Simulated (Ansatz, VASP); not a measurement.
# Two plane-wave programs on LiCl

INCAR

```
SYSTEM = LiCl
PREC = Accurate
ENCUT = 520
EDIFF = 1E-6
ISMEAR = 0
SIGMA = 0.05
LREAL = .FALSE.
LASPH = .TRUE.
NELM = 80
ALGO = Normal
ISIF = 2
LWAVE = .FALSE.
LCHARG = .FALSE.
GGA = CA
NBANDS = 12
```

File KPOINTS:

```
Automatic mesh
0
G
  8 8 8
  0 0 0
```

File POSCAR:

```
LiCl
1.0
    0.0000000000      2.6929980000      2.6288790000
    2.6929980000      0.0000000000      2.6288790000
    2.6929980000      2.6929980000      0.0000000000
Li Cl
1 1
Direct
    0.0000000000      0.0000000000      0.0000000000
    0.5000000000      0.5000000000      0.5000000000
```

Input for Ansatz:

```yaml
crystal:
  lattice:
    - [0.0, 2.692998, 2.628879]
    - [2.692998, 0.0, 2.628879]
    - [2.692998, 2.692998, 0.0]
  atoms:
    - { symbol: Li, position: [0.0, 0.0, 0.0] }
    - { symbol: Cl, position: [0.5, 0.5, 0.5] }
basis:
  ecutwfc: 420
kpoints:
  mp_grid: { grid: [8, 8, 8] }
hamiltonian:
  xc: lda
scf:
  occupations: { method: gaussian, width: 0.05 }
output:
  forces: true
  stress: true
  eigenvalues: true
```

Change from the starting cell: strain +0.050 along x and y, +0.025 along z, atoms carried along.

Alike in both runs: task single point; functional LDA; k mesh 8 × 8 × 8; occupations gaussian, width 0.05 eV; no spin polarisation.

```csv
,VASP,Ansatz
version,VASP 6.6.1,Ansatz 0.2.0
potentials or method,"VASP PAW LDA potentials, release 64 (Li_sv, Cl), cutoff 520 eV","scalar-relativistic, plane waves, PAW"
valence electrons in the cell,10,10
```

Ansatz gave:

| Quantity | Value |
| --- | --- |
| gap on the k mesh at the Fermi level (eV) | 5.33 |
| least direct gap on the mesh (eV) | 5.33 |

Which values does VASP return?

gap on the k mesh at the Fermi level (eV): 5.34; least direct gap on the mesh (eV): 5.34.

LDA's correlation is that of Perdew and Zunger in VASP and of Perdew and Wang (1992) in Ansatz.

Noted on VASP's run: the cutoff is short for stress, so the pressure is rough.
